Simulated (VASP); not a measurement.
Cd:

```
CELL_PARAMETERS angstrom
2.88186 0.00000 0.00000
-1.44093 2.49577 0.00000
0.00000 0.00000 5.63837
ATOMIC_POSITIONS crystal
Cd 0.33333 0.66667 0.25000
Cd 0.66667 0.33333 0.75000
```

Base run:

| Quantity | Value |
| --- | --- |
| Program | VASP 6.6.1 |
| Functional | LDA |
| Potentials or basis | VASP PAW LDA potentials, release 64 (Cd_sv_GW) |
| Cutoff | 630 eV |
| k mesh | 13 × 13 × 6 |
| Occupations | gaussian, width 0.01 eV |
| Spin | no spin polarisation |

Its results: band gap on the k mesh zero (bands 20 and 21 overlap by 4.68 eV); pressure 0.0 GPa.

Question: The run is repeated on the same cell with these changes: occupations from gaussian, width 0.01 eV to fermi-dirac, width 0.6 eV. What comes out?

Answer: Band gap on the k mesh zero (bands 20 and 21 overlap by 4.68 eV); pressure 1.7 GPa.

Caveats: so wide a smearing shifts energies and pressures (at least some runs).
